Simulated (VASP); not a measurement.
Write the native input for VASP 6.6.1 that does the following.

| Item | Value |
| --- | --- |
| Task | single point |
| Functional | PBEsol |
| Potentials or basis | VASP PAW PBE potentials, release 64 (Pb_d, O) |
| Cutoff | 520 eV |
| k mesh | 5 × 5 × 6 |
| Occupations | fermi-dirac, width 0.05 eV |
| Spin | no spin polarisation |
| Dipole correction | no |
| Further INCAR settings | ALGO = Normal; EDIFF = 1e-07; NBANDS = 50 |

The structure of PbO lies in POSCAR:

```
PbO
1.0
    5.9912449446      0.0000000000      0.0000000000
    0.0000000000      5.5833998156      0.0000000000
    0.0000000000      0.0000000000      4.8360236167
Pb O
4 4
Direct
    0.7690000000      0.5140000000      0.2500000000
    0.2310000000      0.4860000000      0.7500000000
    0.7690000000      0.9860000000      0.7500000000
    0.2310000000      0.0140000000      0.2500000000
    0.1320000000      0.5820000000      0.2500000000
    0.8680000000      0.4180000000      0.7500000000
    0.1320000000      0.9180000000      0.7500000000
    0.8680000000      0.0820000000      0.2500000000
```

One way to write it, as run:

INCAR

```
  PREC = Accurate
  ENCUT = 520
  EDIFF = 1E-7
  ISMEAR = -1
  SIGMA = 0.05
  LREAL = False
  LASPH = True
  NELM = 100
  ALGO = Normal
  ISIF = 2
  LWAVE = False
  LCHARG = True
  GGA = PS
  LELF = True
  LVHAR = True
  NBANDS = 50
```

KPOINTS

```
Automatic mesh
0
Gamma
  5 5 6
```

Potentials or basis: VASP PAW PBE potentials, release 64 (Pb_d, O).

Run with:

```bash
$ cat potpaw_PBE.64/Pb_d/POTCAR potpaw_PBE.64/O/POTCAR > POTCAR
$ mpirun -np 1 vasp_std > vasp.out
```

Results of the run:

```yaml
Pressure: -5.9 GPa
Largest_force: 1.294 eV/Å
Band_gap_on_the_k_mesh: 1.81 eV (least direct gap 2.00 eV)
```

Caveat: the cell stands under tension; the PAW data sets were made with another functional, which shifts forces and pressure a little; spin-orbit coupling is left out, which moves the levels of the heavy elements; an odd mesh through Γ misses points on the zone boundary, where band edges can lie.

It took 3.5 min on 1 thread of Intel(R) Xeon(R) Platinum 8488C (Sapphire Rapids) (shared host), peak memory 0.37 GiB.
